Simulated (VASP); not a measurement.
# Zn (P6_3/mmc) in VASP: notebook, part 2 of 2

VASP 6.6.1. The steps go on from the part before.

### 4 Single point, PBE

This run uses another cell than the first one, of the same volume but with other edges.

INCAR reads:

```
PREC = Accurate
ENCUT = 520
EDIFF = 1E-7
ISMEAR = 0
SIGMA = 0.15
LREAL = F
LASPH = T
NELM = 100
ALGO = Fast
ISIF = 2
LWAVE = F
LCHARG = T
GGA = PE
LELF = T
LVHAR = T
NBANDS = 19
```

KPOINTS reads:

```
Automatic mesh
0
Gamma
  24 24 12
```

POSCAR reads:

```
Zn
1.0
    2.7399019826      0.0000000000      0.0000000000
   -1.3699509913      2.3728247208      0.0000000000
    0.0000000000      0.0000000000      4.6792271074
Zn
2
Direct
    0.3333333333      0.6666666667      0.2500000000
    0.6666666667      0.3333333333      0.7500000000
```

Potentials or basis: VASP PAW PBE potentials, release 64 (Zn).

Started as:

```bash
$ cat potpaw_PBE.64/Zn/POTCAR > POTCAR
$ mpirun -np 1 vasp_std > vasp.out
```

OUTCAR:

```text
PREC = Accurate
   ENCUT = 520
   EDIFF = 1E-7
   ISMEAR = 0
   LREAL = F
   LASPH = T
   NELM = 100
   ISIF = 2
   GGA = PE

 ion  position               nearest neighbor table
   1  0.333  0.667  0.250-   2 2.82   2 2.82   2 2.82   2 2.82   2 2.82   2 2.82
   2  0.667  0.333  0.750-   1 2.82   1 2.82   1 2.82   1 2.82   1 2.82   1 2.82

  LATTYP: Found a hexagonal cell.
 ALAT       =     2.7399019826
 C/A-ratio  =     1.7078082125

  Lattice vectors:

 A1 = (   2.7399019826,   0.0000000000,   0.0000000000)
 A2 = (  -1.3699509913,   2.3728247208,   0.0000000000)
 A3 = (   0.0000000000,   0.0000000000,   4.6792271074)

Analysis of symmetry for initial positions (statically):
=====================================================================
 Subroutine PRICEL returns:
 Original cell was already a primitive cell.

 Routine SETGRP: Setting up the symmetry group for a
 hexagonal supercell.

 Subroutine GETGRP returns: Found 24 space group operations
 (whereof 12 operations were pure point group operations)
 out of a pool of 24 trial point group operations.

The static configuration has the point symmetry D_3d.
 The point group associated with its full space group is D_6h.

Analysis of symmetry for dynamics (positions and initial velocities):
=====================================================================
 Subroutine PRICEL returns:
 Original cell was already a primitive cell.

 Routine SETGRP: Setting up the symmetry group for a
 hexagonal supercell.

 Subroutine GETGRP returns: Found 24 space group operations
 (whereof 12 operations were pure point group operations)
 out of a pool of 24 trial point group operations.

[... 112 lines left out ...]
   NELECT =      24.0000    total number of electrons
   NUPDOWN=      -1.0000    fix difference up-down
   EMIN   =  10.00;   EMAX   =-10.00  energy-range for DOS
   EFERMI =   0.00;   METHOD = LEGACY
   ISMEAR =     0;   SIGMA  =   0.15  broadening in eV -4-tet -1-fermi 0-gaus
   EFERMI_NEDOS =   21; number of points for ismear=-14 and -15
   IALGO  =     68    algorithm
   IMIX   =      4    mixing-type and parameters
     AMIX     =   0.40;   BMIX     =  1.00
     AMIX_MAG =   1.60;   BMIX_MAG =  1.00
  volume/ion in A,a.u.               =      15.21       102.65
  Fermi-wavevector in a.u.,A,eV,Ry     =   1.512703  2.858594 31.133805  2.288270
  Thomas-Fermi vector in A             =   2.622592
   LORBIT       =      0    0 simple, 1 ext, 2 COOP (PROOUT), +10 PAW based schemes
   GGA     = PE    functional components
   LHFCALC =     F    Hartree Fock is set to
   AEXX    =    0.0000 exact exchange contribution
   IVDW    =     0    specifies the selected vdW correction
   LEPSILON=     F    determine dielectric tensor
   LRPA    =     F    only Hartree local field effects (RPA)
 non-spin polarized calculation
 RMM-DIIS sequential band-by-band and
 Gauss-broadening in eV      SIGMA  =   0.15
  energy-cutoff  :      520.00
  volume of cell :       30.42
 maximum number of plane-waves:       837
   NGX = 11   NGY = 11   NGZ = 17

 number of electron      23.9999987 magnetization

 Free energy of the ion-electron system (eV)
  ---------------------------------------------------
  ext. energy  EPLUGINS =         0.00000000
  ---------------------------------------------------
  free energy    TOTEN  =        -2.19833381 eV

  energy without entropy =       -2.19166377  energy(sigma->0) =       -2.19499879

 E-fermi :   3.2033     XC(G=0): -11.5643

 val. band max:        3.1969412089   @ k =   0.2083   0.1667   0.0000
 cond. band min:       3.2049423696   @ k =   0.4583   0.0000   0.4167
 fundamental gap:      0.0080011608
 Fermi energy:         3.2032694778

 k-point     1 :       0.0000    0.0000    0.0000
  band No.  band energies     occupation
      1      -7.2725      2.00000
      2      -5.3424      2.00000
      3      -4.6473      2.00000
      4      -4.5325      2.00000
      5      -4.5325      2.00000
      6      -4.4602      2.00000
[... 505 lines left out ...]
      6      -4.3874      2.00000
[... 11 lines left out ...]
     18      16.8678      0.00000
     19      17.8908      0.00000

 [... further k-points ...]

------------------------ aborting loop because EDIFF is reached ----------------------------------------

  FORCE on cell =-STRESS in cart. coord.  units (eV):
  Direction    XX          YY          ZZ          XY          YZ          ZX
  --------------------------------------------------------------------------------------
  -------------------------------------------------------------------------------------
  Total       -0.2247058     -0.2247058     -0.0137107      0.0000000      0.0000000      0.0000000
  in kB      -11.8345057    -11.8345057     -0.7220962      0.0000000      0.0000000      0.0000000
  external PRESSURE =      -8.1303692 kB  Pullay stress =       0.0000000 kB

 VOLUME and BASIS-vectors are now :
 -----------------------------------------------------------------------------
  energy-cutoff  :      520.00
  volume of cell :       30.42
      direct lattice vectors                 reciprocal lattice vectors
     2.739901983  0.000000000  0.000000000     0.364976560  0.210719315  0.000000000
    -1.369950991  2.372824721  0.000000000     0.000000000  0.421438630  0.000000000
     0.000000000  0.000000000  4.679227107     0.000000000  0.000000000  0.213710508

 POSITION                                       TOTAL-FORCE (eV/Angst)
 -----------------------------------------------------------------------------------
     -0.00000      1.58188      1.16981        -0.000000     -0.000000     -0.000000
      1.36995      0.79094      3.50942         0.000000      0.000000      0.000000
 -----------------------------------------------------------------------------------
    total drift:                               -0.000000      0.000000      0.000000

  FREE ENERGIE OF THE ION-ELECTRON SYSTEM (eV)
  ---------------------------------------------------
  free  energy   TOTEN  =        -2.1983338149 eV

  energy  without entropy=       -2.1916637743  energy(sigma->0) =       -2.19499879
```

OSZICAR:

```text
N       E                     dE             d eps       ncg     rms          rms(c)
DAV:   1     0.113430344962E+03    0.11343E+03   -0.12385E+04 16834   0.200E+03
DAV:   2     0.281227895353E+01   -0.11062E+03   -0.10665E+03 16295   0.296E+02
DAV:   3    -0.236986739925E+01   -0.51821E+01   -0.51607E+01 18035   0.702E+01
DAV:   4    -0.240150474005E+01   -0.31637E-01   -0.31629E-01 17727   0.566E+00
DAV:   5    -0.240154516848E+01   -0.40428E-04   -0.40428E-04 17623   0.183E-01    0.392E+00
RMM:   6    -0.221114250915E+01    0.19040E+00   -0.71372E-01 18606   0.100E+01    0.308E+00
RMM:   7    -0.220326872609E+01    0.78738E-02   -0.20677E-02 19312   0.203E+00    0.154E+00
RMM:   8    -0.219837342712E+01    0.48953E-02   -0.52661E-03 18013   0.648E-01    0.107E-01
RMM:   9    -0.219837597220E+01   -0.25451E-05   -0.15702E-03 19803   0.566E-01    0.997E-02
RMM:  10    -0.219833189818E+01    0.44074E-04   -0.26511E-04 19500   0.178E-01    0.158E-02
RMM:  11    -0.219833366094E+01   -0.17628E-05   -0.16662E-05 19777   0.509E-02    0.259E-03
RMM:  12    -0.219833400682E+01   -0.34588E-06   -0.69145E-07 17811   0.102E-02    0.649E-03
RMM:  13    -0.219833389454E+01    0.11228E-06   -0.26655E-06 18227   0.192E-02    0.378E-03
RMM:  14    -0.219833381493E+01    0.79607E-07   -0.26968E-07 11995   0.705E-03
   1 F= -.21983338E+01 E0= -.21949988E+01  d E =-.667004E-02
```

stdout:

```text
POSCAR found type information on POSCAR Zn
 POSCAR found :  1 types and       2 ions
 scaLAPACK will be used
 LDA part: xc-table for (Slater+PW92), standard interpolation
 POSCAR, INCAR and KPOINTS ok, starting setup
 FFT: planning ... GRIDC
 FFT: planning ... GRID_SOFT
 FFT: planning ... GRID
 WAVECAR not read
 entering main loop
WARNING in EDDRMM: call to ZHEGV failed, returncode =   8  4     19
WARNING in EDDRMM: call to ZHEGV failed, returncode =   8  4     18
WARNING in EDDRMM: call to ZHEGV failed, returncode =   8  4     18
WARNING in EDDRMM: call to ZHEGV failed, returncode =   8  4     18
WARNING in EDDRMM: call to ZHEGV failed, returncode =   6  3     18
WARNING in EDDRMM: call to ZHEGV failed, returncode =   8  4     19
 num prob  num prob  num prob RMM:  14    -0.219833381493E+01    0.79607E-07   -0.26968E-07 11995   0.705E-03
```

Wall time 1.9 min (1 thread of Intel Xeon Platinum 8488C (Sapphire Rapids), shared host); peak memory 0.29 GiB.

Results:

```yaml
Free_energy: -2.1983 eV
Pressure: -0.8 GPa
Band_gap_on_the_k_mesh: zero (bands 12 and 13 overlap by 3.82 eV)
```

### 5 Single point, PBE

This run uses another cell than the first one, of the same volume but with other edges.

INCAR reads:

```
SYSTEM = Zn
PREC = Accurate
ENCUT = 520
EDIFF = 1E-6
ISMEAR = 0
SIGMA = 0.15
LREAL = .False.
LASPH = .True.
NELM = 60
ALGO = Fast
ISIF = 2
LWAVE = .False.
LCHARG = .True.
GGA = PE
LELF = .True.
LVHAR = .True.
NBANDS = 19
```

KPOINTS reads:

```
regular mesh
0
Gamma
  24 24 12
  0 0 0
```

POSCAR reads:

```
Zn
1.0
    2.5814679691      0.0000000000      0.0000000000
   -1.2907339845      2.2356168403      0.0000000000
    0.0000000000      0.0000000000      5.2712145846
Zn
2
Direct
    0.3333333333      0.6666666667      0.2500000000
    0.6666666667      0.3333333333      0.7500000000
```

Started as:

```bash
$ cat potpaw_PBE.64/Zn/POTCAR > POTCAR
$ mpirun -np 1 vasp_std > vasp.out
```

It took 1.9 min on 1 thread of Intel Xeon Platinum 8488C (Sapphire Rapids), shared host; peak memory 0.3 GiB.

The run converged. Its results:

| Property | Result |
| --- | --- |
| Free energy | -2.1956 eV |
| Pressure | 3.3 GPa |
| Band gap on the k mesh | zero (bands 12 and 13 overlap by 5.82 eV) |

Stress tensor (GPa, compression positive):
```
4.77 0.00 0.00
0.00 4.77 0.00
0.00 0.00 0.31
```

Levels at points of the mesh, in eV from the Fermi level:
```csv
k point,band 9,band 10,band 11,band 12,band 13,band 14,band 15,band 16
"(0.00, 0.00, 0.00)",-7.12,-7.00,-7.00,-3.93,-3.86,10.76,14.79,19.60
"(0.50, 0.00, 0.00)",-6.73,-6.72,-2.39,-1.58,2.25,3.79,3.82,5.77
"(0.00, 0.00, 0.50)",-7.05,-7.05,-7.05,-7.05,3.05,3.05,20.69,20.69
"(0.50, 0.00, 0.50)",-6.73,-6.73,-1.59,-1.59,0.65,0.65,9.17,9.17
```

Caveat: the cell stands under pressure.

### 6 Single point, PBE

This run uses another cell than the first one, of the same volume but with other edges.

INCAR reads:

```
SYSTEM = Zn
PREC = Accurate
ENCUT = 520
EDIFF = 1E-7
ISMEAR = 0
SIGMA = 0.15
LREAL = .False.
LASPH = .True.
NELM = 80
ALGO = Fast
ISIF = 2
LWAVE = .False.
LCHARG = .False.
GGA = PE
NBANDS = 19
```

KPOINTS reads:

```
Automatic mesh
0
Gamma
  24 24 12
  0 0 0
```

POSCAR reads:

```
Zn
1.0
    2.7013066728      0.0000000000      0.0000000000
   -1.3506533364      2.3394002021      0.0000000000
    0.0000000000      0.0000000000      4.8138925778
Zn
2
Direct
    0.3333333333      0.6666666667      0.2500000000
    0.6666666667      0.3333333333      0.7500000000
```

Potentials or basis: VASP PAW PBE potentials, release 64 (Zn).

Started as:

```bash
$ cat potpaw_PBE.64/Zn/POTCAR > POTCAR
$ mpirun -np 1 vasp_std > vasp.out
```

Wall time 2 min (1 thread of Intel Xeon Platinum 8488C (Sapphire Rapids), shared host); peak memory 0.29 GiB.

It converged, with:

| Item | Value |
| --- | --- |
| Free energy | -2.2065 eV |
| Pressure | -0.5 GPa |
| Band gap on the k mesh | zero (bands 12 and 13 overlap by 4.13 eV) |

Stress tensor (GPa, compression positive):
```
-1.12  0.00  0.00
 0.00 -1.12  0.00
 0.00  0.00  0.71
```

Levels at points of the mesh, in eV from the Fermi level:
```csv
k point,band 9,band 10,band 11,band 12,band 13,band 14,band 15,band 16
"(0.00, 0.00, 0.00)",-7.42,-7.17,-7.17,-3.52,-2.64,14.94,16.51,16.51
"(0.50, 0.00, 0.00)",-7.03,-7.01,-3.06,-2.46,2.82,3.46,4.24,5.69
"(0.00, 0.00, 0.50)",-7.27,-7.27,-7.27,-7.27,5.30,5.30,17.88,17.88
"(0.50, 0.00, 0.50)",-7.02,-7.02,-2.01,-2.01,-0.11,-0.11,10.61,10.61
```

### 7 The runs side by side

```csv
cell,further INCAR settings,gap on the mesh (eV),pressure (GPa)
"a = 2.813, b = 2.813, c = 4.439 Å, angles 90.0, 90.0, 120.0°, 2 atoms",ALGO = Fast; EDIFF = 1e-06; NBANDS = 19,none,-1.1
"a = 2.508, b = 2.508, c = 5.586 Å, angles 90.0, 90.0, 120.0°, 2 atoms",ALGO = Fast; EDIFF = 1e-06; NBANDS = 19,none,7.3
"a = 2.740, b = 2.740, c = 4.679 Å, angles 90.0, 90.0, 120.0°, 2 atoms",ALGO = Fast; EDIFF = 1e-07; NBANDS = 19,none,-0.8
"a = 2.581, b = 2.581, c = 5.271 Å, angles 90.0, 90.0, 120.0°, 2 atoms",ALGO = Fast; EDIFF = 1e-06; NBANDS = 19,none,3.3
"a = 2.701, b = 2.701, c = 4.814 Å, angles 90.0, 90.0, 120.0°, 2 atoms",ALGO = Fast; EDIFF = 1e-07; NBANDS = 19,none,-0.5
```

Alike in all rows: task single point; level PBE; potentials or basis VASP PAW PBE potentials, release 64 (Zn); no spin polarisation; k mesh 24 × 24 × 12; cutoff (eV) 520; smearing gaussian 0.15 eV.

Caveats: the stress differs along the axes, from -0 to 11 GPa (at least some runs); the cell stands under pressure (at least some runs).

Absolute energies hang on the potentials; compare differences alone.

The gap in the log of VASP goes by the Fermi energy; the results here count the filled bands.